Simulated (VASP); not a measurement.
Input of a VASP 6.6.1 run:

The input INCAR:

```
  PREC = Accurate
  ENCUT = 600
  EDIFF = 1E-6
  ISMEAR = -1
  SIGMA = 0.1
  LREAL = False
  LASPH = True
  NELM = 200
  ALGO = Normal
  ISIF = 2
  LWAVE = False
  LCHARG = False
  ISPIN = 2
  MAGMOM = 2.2
  LORBIT = 11
  LMAXMIX = 4
  GGA = PE
  NBANDS = 14
  GGA_COMPAT = False
```

Contents of KPOINTS:

```
regular mesh
0
Gamma
  10 10 10
```

The input POSCAR:

```
Fe
1.0
   -1.4150000000      1.4150000000      1.4150000000
    1.4150000000     -1.4150000000      1.4150000000
    1.4150000000      1.4150000000     -1.4150000000
Fe
1
Direct
    0.0000000000      0.0000000000      0.0000000000
```

Potentials or basis: VASP PAW PBE potentials, release 64 (Fe).

Launch:

```console
$ cat potpaw_PBE.64/Fe/POTCAR > POTCAR
$ mpirun -np 1 vasp_std > vasp.out
```

Q: What does it give for the site moments?

A: Fe +2.15 μB.

Q: Estimate the pressure.

A: -0.5 GPa.
